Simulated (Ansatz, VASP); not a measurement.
## One calculation of Si2Ni, two programs

The input INCAR:

```
SYSTEM = Si2Ni
PREC     = Accurate       ! precision mode
ENCUT    = 520            ! plane-wave cutoff, eV
EDIFF    = 1E-6           ! SCF threshold, eV
ISMEAR   = -1             ! smearing method
SIGMA    = 0.05           ! smearing width, eV
LREAL    = .False.        ! projectors in reciprocal space
LASPH    = .True.         ! aspherical terms in the spheres
NELM     = 150            ! most SCF steps
ALGO     = Normal         ! electronic algorithm
ISIF     = 2              ! what is computed and relaxed
LWAVE    = .False.        ! write WAVECAR
LCHARG   = .False.        ! write CHGCAR
ISPIN    = 2              ! spin polarisation
MAGMOM   = 1.2 0 0        ! initial moments
LORBIT   = 11             ! projections on sites
NUPDOWN  = 1.2            ! fixed moment
LMAXMIX  = 4              ! l up to which the mixer works
GGA      = PE             ! functional
NBANDS   = 20             ! bands
```

KPOINTS

```
regular mesh
0
Gamma
  7 7 7
  0 0 0
```

File POSCAR:

```
Si2Ni
1.0
    0.0000000000      2.7030000000      2.7030000000
    2.7030000000      0.0000000000      2.7030000000
    2.7030000000      2.7030000000      0.0000000000
Ni Si
1 2
Direct
    0.0000000000      0.0000000000      0.0000000000
    0.7500000000      0.7500000000      0.7500000000
    0.2500000000      0.2500000000      0.2500000000
```

File input.yaml:

```yaml
crystal:
  lattice:
    - [0.0, 2.703, 2.703]
    - [2.703, 0.0, 2.703]
    - [2.703, 2.703, 0.0]
  atoms:
    - { symbol: Ni, position: [0.0, 0.0, 0.0], spin: 1.2 }
    - { symbol: Si, position: [0.75, 0.75, 0.75] }
    - { symbol: Si, position: [0.25, 0.25, 0.25] }
hamiltonian:
  xc: pbe
  pseudopotentials: { kind: paw }
magnetization:
  spin_polarized: true
  initial_magnetization: 1.2
  spin_locking: { lock_magnetization: hard }
kpoints:
  mp_grid: { grid: [7, 7, 7] }
scf:
  occupations: { method: fermi_dirac, width: 0.05 }
  lower_state_search: "off"
output:
  forces: true
  stress: true
  eigenvalues: true
```

Alike in both runs: task single point; functional PBE; k mesh 7 × 7 × 7; occupations fermi-dirac, width 0.05 eV; collinear spin; fixed moment 1.2 μB.

|  | VASP | Ansatz |
| --- | --- | --- |
| version | VASP 6.6.1 | Ansatz 0.2.0 |
| potentials or method | VASP PAW PBE potentials, release 64 (Ni, Si) | Ansatz PAW |
| plane-wave cutoff (eV) | 520 | 420 |
| valence electrons in the cell | 18 | 26 |

Ansatz gave:

| Quantity | Value |
| --- | --- |
| pressure (GPa) | 8.5 |
| net moment per atom (μB) | 0.40 |
| size of the moment on the site where the two differ most (μB) | 0.51 |

**Question.** Which values does VASP return?

**Answer.** Pressure (GPa): 8.4; net moment per atom (μB): 0.40; size of the moment on the site where the two differ most (μB): 0.53.

Site moments also hang on the region over which each program counts them. With one functional, cell and mesh, what is left measures potentials, basis and numerics. VASP's potentials hold 18 valence electrons a cell and Ansatz's 26, so a difference there can come from the potentials and not from the codes.
